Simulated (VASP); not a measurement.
# LiH (I4/mmm) in VASP: further runs, part 2 of 2

VASP 6.6.1.

## Step 3: Single point, r2SCAN (biaxial xy strain +4.5%)

File POSCAR:

```
LiH
1.0
    0.0000000000      2.0933299084      2.0029948411
    2.0933299084      0.0000000000      2.0029948411
    2.0933299084      2.0933299084      0.0000000000
Li H
1 1
Direct
    0.0000000000      0.0000000000      0.0000000000
    0.5000000000      0.5000000000      0.5000000000
```

File INCAR.step1:

```
PREC = Accurate
ENCUT = 520
ISMEAR = 0
SIGMA = 0.01
LREAL = F
LASPH = T
NELM = 80
NBANDS = 9
GGA = PE
ALGO = Normal
EDIFF = 1E-4
LWAVE = T
LCHARG = F
```

File INCAR.step2:

```
PREC = Accurate
ENCUT = 520
EDIFF = 1E-6
ISMEAR = 0
SIGMA = 0.01
LREAL = F
LASPH = T
NELM = 80
ALGO = Normal
ISIF = 2
LWAVE = F
LCHARG = T
METAGGA = R2SCAN
LMIXTAU = T
LELF = T
LVHAR = T
NBANDS = 9
ISTART = 1
```

File KPOINTS:

```
Automatic mesh
0
Gamma
  10 10 10
```

Potentials or basis: VASP PAW PBE potentials, release 64 (Li_sv, H).

Command:

```sh
$ cat potpaw_PBE.64/Li_sv/POTCAR potpaw_PBE.64/H/POTCAR > POTCAR
$ cp INCAR.step1 INCAR
$ mpirun -np 1 vasp_std > vasp.out
$ cp INCAR.step2 INCAR
$ mpirun -np 1 vasp_std > vasp.out
```

OUTCAR:

```text
PREC = Accurate
   ENCUT = 520
   EDIFF = 1E-6
   ISMEAR = 0
   LREAL = F
   LASPH = T
   NELM = 80
   ISIF = 2
   METAGGA = R2SCAN
   ISTART = 1

 ion  position               nearest neighbor table
   1  0.000  0.000  0.000-
   2  0.500  0.500  0.500-

  LATTYP: Found a body centered tetragonal cell.
 ALAT       =     2.9604155470
 C/A-ratio  =     1.3531849224

  Lattice vectors:

 A1 = (   0.0000000000,  -2.0933299084,  -2.0029948411)
 A2 = (   0.0000000000,   2.0933299084,  -2.0029948411)
 A3 = (   2.0933299084,   0.0000000000,   2.0029948411)

Analysis of symmetry for initial positions (statically):
=====================================================================
 Subroutine PRICEL returns:
 Original cell was already a primitive cell.

 Routine SETGRP: Setting up the symmetry group for a
 body centered tetragonal supercell.

 Subroutine GETGRP returns: Found 16 space group operations
 (whereof 16 operations were pure point group operations)
 out of a pool of 16 trial point group operations.

The static configuration has the point symmetry D_4h.

Analysis of symmetry for dynamics (positions and initial velocities):
=====================================================================
 Subroutine PRICEL returns:
 Original cell was already a primitive cell.

 Routine SETGRP: Setting up the symmetry group for a
 body centered tetragonal supercell.

 Subroutine GETGRP returns: Found 16 space group operations
 (whereof 16 operations were pure point group operations)
 out of a pool of 16 trial point group operations.

The dynamic configuration has the point symmetry D_4h.

 Subroutine INISYM returns: Found 16 space group operations
 (whereof 16 operations are pure point group operations),
 and found     1 'primitive' translations

----------------------------------------------------------------------------------------

                                     Primitive cell

  volume of cell :      17.5544

  direct lattice vectors                    reciprocal lattice vectors
     0.000000000  2.093329908  2.002994841    -0.238853894  0.238853894  0.249626205
     2.093329908  0.000000000  2.002994841     0.238853894 -0.238853894  0.249626205
     2.093329908  2.093329908  0.000000000     0.238853894  0.238853894 -0.249626205

  length of vectors
     2.897243248  2.897243248  2.960415547     0.420018580  0.420018580  0.420018580

  position of ions in fractional coordinates (direct lattice)
     0.000000000  0.000000000  0.000000000
     0.500000000  0.500000000  0.500000000

  ion indices of the primitive-cell ions
   primitive index   ion index
                 1           1
                 2           2

----------------------------------------------------------------------------------------

 KPOINTS: Automatic mesh

Automatic generation of k-mesh.
 Grid dimensions read from file:
 generate k-points for:   10   10   10

 Generating k-lattice:

  Cartesian coordinates                     Fractional coordinates (reciprocal lattice)
    -0.023885389  0.023885389  0.024962620     0.100000000  0.000000000  0.000000000
     0.023885389 -0.023885389  0.024962620     0.000000000  0.100000000  0.000000000
     0.023885389  0.023885389 -0.024962620     0.000000000  0.000000000  0.100000000

  Length of vectors
     0.042001858  0.042001858  0.042001858

  Shift w.r.t. Gamma in fractional coordinates (k-lattice)
     0.000000000  0.000000000  0.000000000

 Subroutine IBZKPT returns following result:
 ===========================================

 Found    102 irreducible k-points:

 Following reciprocal coordinates:
            Coordinates               Weight
  0.000000  0.000000  0.000000      1.000000
  0.100000 -0.000000  0.000000      8.000000
  0.200000 -0.000000  0.000000      8.000000
  0.300000 -0.000000  0.000000      8.000000
  0.400000 -0.000000  0.000000      8.000000
  0.500000 -0.000000  0.000000      4.000000
[... 16 lines left out ...]
  0.300000  0.300000  0.000000      2.000000
  0.400000  0.300000  0.000000      8.000000
 [... further k-points ...]
   k-points           NKPTS =    102   k-points in BZ     NKDIM =    102   number of bands    NBANDS=      9
   number of dos      NEDOS =    301   number of ions     NIONS =      2
   total plane-waves  NPLWV =  13824
   dimension x,y,z NGX =    24 NGY =   24 NGZ =   24
   dimension x,y,z NGXF=    48 NGYF=   48 NGZF=   48
   ions per type =               1   1
   NGX,Y,Z   is equivalent  to a cutoff of  13.77, 13.77, 13.48 a.u.
   NGXF,Y,Z  is equivalent  to a cutoff of  27.54, 27.54, 26.96 a.u.
 SYSTEM =  unknown system
   PREC   = accura    normal or accurate (medium, high low for compatibility)
   ISTART =      1    job   : 0-new  1-cont  2-samecut
   ICHARG =      0    charge: 1-file 2-atom 10-const
   ISPIN  =      1    spin polarized calculation?
   LNONCOLLINEAR =      F non collinear calculations
   LSORBIT =      F    spin-orbit coupling
   LASPH  =      T    aspherical Exc in radial PAW
   ENCUT  =  520.0 eV  38.22 Ry    6.18 a.u.   5.39  5.39  5.50*2*pi/ulx,y,z
   NELM   =     80;   NELMIN=  2; NELMDL=  0     # of ELM steps
   EDIFF  = 0.1E-05   stopping-criterion for ELM
   LREAL  =      F    real-space projection
   EDIFFG = 0.1E-04   stopping-criterion for IOM
   NSW    =      0    number of steps for IOM
   IBRION =     -1    ionic relax: 0-MD 1-quasi-New 2-CG
   NFREE  =      0    steps in history (QN), initial steepest desc. (CG)
   ISIF   =      2    stress and relaxation
   ISYM   =      2    0-nonsym 1-usesym 2-fastsym
   POTIM  = 0.5000    time-step for ionic-motion
   TEBEG  =    0.0;   TEEND  =   0.0 temperature during run
   PSTRESS=    0.0 pullay stress
   NELECT =       4.0000    total number of electrons
   NUPDOWN=      -1.0000    fix difference up-down
   EMIN   =  10.00;   EMAX   =-10.00  energy-range for DOS
   EFERMI =   0.00;   METHOD = LEGACY
   ISMEAR =     0;   SIGMA  =   0.01  broadening in eV -4-tet -1-fermi 0-gaus
   EFERMI_NEDOS =   21; number of points for ismear=-14 and -15
   IALGO  =     38    algorithm
   IMIX   =      4    mixing-type and parameters
     AMIX     =   0.40;   BMIX     =  1.00
     AMIX_MAG =   1.60;   BMIX_MAG =  1.00
  volume/ion in A,a.u.               =       8.78        59.23
  Fermi-wavevector in a.u.,A,eV,Ry     =   0.999923  1.889580 13.603723  0.999845
  Thomas-Fermi vector in A             =   2.132245
   LORBIT       =      0    0 simple, 1 ext, 2 COOP (PROOUT), +10 PAW based schemes
   METAGGA = R2SCAN    functional components
   LHFCALC =     F    Hartree Fock is set to
   AEXX    =    0.0000 exact exchange contribution
   IVDW    =     0    specifies the selected vdW correction
   LEPSILON=     F    determine dielectric tensor
   LRPA    =     F    only Hartree local field effects (RPA)
 non-spin polarized calculation
 Gauss-broadening in eV      SIGMA  =   0.01
  energy-cutoff  :      520.00
  volume of cell :       17.55
 maximum number of plane-waves:       499
 NGX is ok and might be reduce to    24
   NGX = 11   NGY = 11   NGZ = 11

 number of electron       4.0000006 magnetization

 Free energy of the ion-electron system (eV)
  ---------------------------------------------------
  ext. energy  EPLUGINS =         0.00000000
  ---------------------------------------------------
  free energy    TOTEN  =        -6.79856216 eV

  energy without entropy =       -6.79856216  energy(sigma->0) =       -6.79856216

 E-fermi :  -0.0892     XC(G=0):  -8.5272

 val. band max:       -0.3602067736   @ k =   0.5000   0.5000   0.0000
 cond. band min:       2.8701570916   @ k =   0.5000   0.0000   0.5000
 fundamental gap:      3.2303638653
 Fermi energy:        -0.0891516838

 k-point     1 :       0.0000    0.0000    0.0000
  band No.  band energies     occupation
      1     -46.3845      2.00000
      2      -5.6934      2.00000
      3      15.8653      0.00000
      4      17.6311      0.00000
      5      18.0540      0.00000
      6      18.0546      0.00000
      7      22.1454      0.00000
      8      22.1455      0.00000
      9      22.3978      0.00000

 k-point     2 :       0.1000   -0.0000    0.0000
  band No.  band energies     occupation
      1     -46.3813      2.00000
      2      -5.5181      2.00000
      3      14.3752      0.00000
      4      16.8386      0.00000
      5      17.4669      0.00000
      6      17.5434      0.00000
      7      21.9762      0.00000
      8      23.1116      0.00000
      9      23.1420      0.00000
[... 253 lines left out ...]
 k-point    24 :       0.4000    0.3000    0.0000
  band No.  band energies     occupation
      1     -46.3479      2.00000
      2      -2.5455      2.00000
      3       6.9502      0.00000
      4      10.1529      0.00000
      5      11.2896      0.00000
      6      15.7807      0.00000
      7      17.4402      0.00000
      8      29.1486      0.00000
      9      29.1618      0.00000

 [... further k-points ...]
[... 5 lines left out ...]
  --------------------------------------------------------------------------------------
  -------------------------------------------------------------------------------------
  Total       -0.4203307     -0.4203307     -0.1543190      0.0000000     -0.0000000      0.0000000
  in kB      -38.3633517    -38.3633517    -14.0846058      0.0000000     -0.0000000      0.0000000
  external PRESSURE =     -30.2704364 kB  Pullay stress =       0.0000000 kB

 VOLUME and BASIS-vectors are now :
 -----------------------------------------------------------------------------
  energy-cutoff  :      520.00
  volume of cell :       17.55
      direct lattice vectors                 reciprocal lattice vectors
     0.000000000  2.093329908  2.002994841    -0.238853894  0.238853894  0.249626205
     2.093329908  0.000000000  2.002994841     0.238853894 -0.238853894  0.249626205
     2.093329908  2.093329908  0.000000000     0.238853894  0.238853894 -0.249626205

 POSITION                                       TOTAL-FORCE (eV/Angst)
 -----------------------------------------------------------------------------------
      0.00000      0.00000      0.00000         0.000000     -0.000000      0.000000
      2.09333      2.09333      2.00299        -0.000000      0.000000     -0.000000
 -----------------------------------------------------------------------------------
    total drift:                                0.000000     -0.000000     -0.000000

  FREE ENERGIE OF THE ION-ELECTRON SYSTEM (eV)
  ---------------------------------------------------
  free  energy   TOTEN  =        -6.7985621595 eV

  energy  without entropy=       -6.7985621595  energy(sigma->0) =       -6.79856216
```

OSZICAR.step1:

```text
N       E                     dE             d eps       ncg     rms          rms(c)
DAV:   1    -0.162423705306E+01   -0.16242E+01   -0.14246E+03  1852   0.401E+02
DAV:   2    -0.628300764223E+01   -0.46588E+01   -0.46347E+01  2614   0.555E+01
DAV:   3    -0.634977069079E+01   -0.66763E-01   -0.66741E-01  2209   0.544E+00
DAV:   4    -0.635009417866E+01   -0.32349E-03   -0.32344E-03  2594   0.360E-01
DAV:   5    -0.635009519809E+01   -0.10194E-05   -0.10194E-05  2284   0.164E-02    0.284E+00
DAV:   6    -0.616706060744E+01    0.18303E+00   -0.15774E-01  2042   0.120E+00    0.141E+00
DAV:   7    -0.610814839501E+01    0.58912E-01   -0.19524E-01  2193   0.152E+00    0.221E-01
DAV:   8    -0.611016327204E+01   -0.20149E-02   -0.50279E-03  2173   0.447E-01    0.437E-02
DAV:   9    -0.611008956926E+01    0.73703E-04   -0.16990E-04  2336   0.473E-02
   1 F= -.61100896E+01 E0= -.61100896E+01  d E =0.000000E+00
```

Run time: 69 s. Hardware: 1 thread of Intel Xeon 8259CL, shared host; peak memory 0.14 GiB.

What came out:

```yaml
Free_energy: -6.7986 eV
Band_gap_on_the_k_mesh: 3.23 eV (least direct gap 3.54 eV)
```

Levels at points of the mesh, in eV from the valence-band top:
| k point | band 1 | band 2 | band 3 | band 4 | band 5 | band 6 |
| --- | --- | --- | --- | --- | --- | --- |
| (0.00, 0.00, 0.00) | -46.02 | -5.33 | 16.23 | 17.99 | 18.41 | 18.41 |
| (0.50, 0.00, 0.00) | -45.99 | -2.61 | 5.24 | 13.87 | 16.68 | 17.69 |
| (0.50, 0.50, 0.00) | -45.98 | 0.00 | 3.82 | 10.62 | 10.62 | 13.86 |
| (0.50, 0.00, 0.50) | -45.98 | -0.31 | 3.23 | 11.15 | 11.53 | 14.53 |

Caveat: the cell differs from its parent crystal (biaxial xy strain +4.5%); the cutoff is under 1.25 times the usual one of these potentials, so pressure, stress and relaxed cells hold a basis-set (Pulay) error; the PAW data sets were made with another functional, which shifts forces and pressure a little. A k mesh can miss the band edges.

## Step 4: Single point, HSE06 (biaxial xy strain +4.5%)

POSCAR is that of step 3.

File INCAR.step1:

```
  PREC = Accurate
  ENCUT = 520
  EDIFF = 1E-5
  ISMEAR = 0
  SIGMA = 0.01
  LREAL = F
  LASPH = T
  NELM = 100
  ALGO = Normal
  ISIF = 2
  LWAVE = T
  NBANDS = 9
  GGA = PE
```

File INCAR.step2:

```
  PREC = Accurate
  ENCUT = 520
  EDIFF = 1E-6
  ISMEAR = 0
  SIGMA = 0.01
  LREAL = F
  LASPH = T
  NELM = 100
  ALGO = Normal
  ISIF = 2
  LWAVE = F
  LCHARG = T
  GGA = PE
  LHFCALC = T
  HFSCREEN = 0.2079
  PRECFOCK = Normal
  LELF = T
  LVHAR = T
  NBANDS = 9
  ISTART = 1
```

File KPOINTS:

```
regular mesh
0
Gamma
  8 8 8
```

Command:

```sh
$ cat potpaw_PBE.64/Li_sv/POTCAR potpaw_PBE.64/H/POTCAR > POTCAR
$ cp INCAR.step1 INCAR
$ mpirun -np 1 vasp_std > vasp.out
$ cp INCAR.step2 INCAR
$ mpirun -np 1 vasp_std > vasp.out
```

Wall time 20 min (1 thread of Intel Xeon 8259CL, shared host); peak memory 0.25 GiB.

The run converged. Its results:

| Property | Result |
| --- | --- |
| Free energy | -6.7653 eV |
| Band gap on the k mesh | 3.59 eV (least direct gap 3.94 eV) |

Levels at points of the mesh, in eV from the valence-band top:
```tsv
k point	band 1	band 2	band 3	band 4	band 5
(0.00, 0.00, 0.00)	-47.61	-5.94	16.53	18.12	18.47
(0.50, 0.00, 0.00)	-47.58	-2.85	5.51	14.15	16.59
(0.50, 0.50, 0.00)	-47.56	0.00	4.19	11.05	11.05
(0.50, 0.00, 0.50)	-47.57	-0.35	3.59	11.56	11.93
```

Caveat: the cell differs from its parent crystal (biaxial xy strain +4.5%); the cutoff is under 1.25 times the usual one of these potentials, so pressure, stress and relaxed cells hold a basis-set (Pulay) error; the PAW data sets were made with another functional, which shifts forces and pressure a little. A k mesh can miss the band edges.

## Step 5: The runs side by side

```csv
level,k mesh,smearing,grid for exact exchange (PRECFOCK),share of exact exchange,screening parameter,gap on the mesh (eV)
PBE,10 × 10 × 10,fermi-dirac 0.02 eV,-,-,-,2.64
r2SCAN,10 × 10 × 10,gaussian 0.01 eV,-,-,-,3.23
HSE06,8 × 8 × 8,gaussian 0.01 eV,Normal,0.25,0.2079 1/Å,3.59
```

Alike in all rows: task single point; potentials or basis VASP PAW PBE potentials, release 64 (Li_sv, H); no spin polarisation; cell as given; cutoff (eV) 520.

Caveats: the cutoff is under 1.25 times the usual one of these potentials, so pressure, stress and relaxed cells hold a basis-set (Pulay) error; the PAW data sets were made with another functional, which shifts forces and pressure a little (at least some runs).

Total energies depend on the potentials used, so only differences within one code and one set of settings carry meaning.
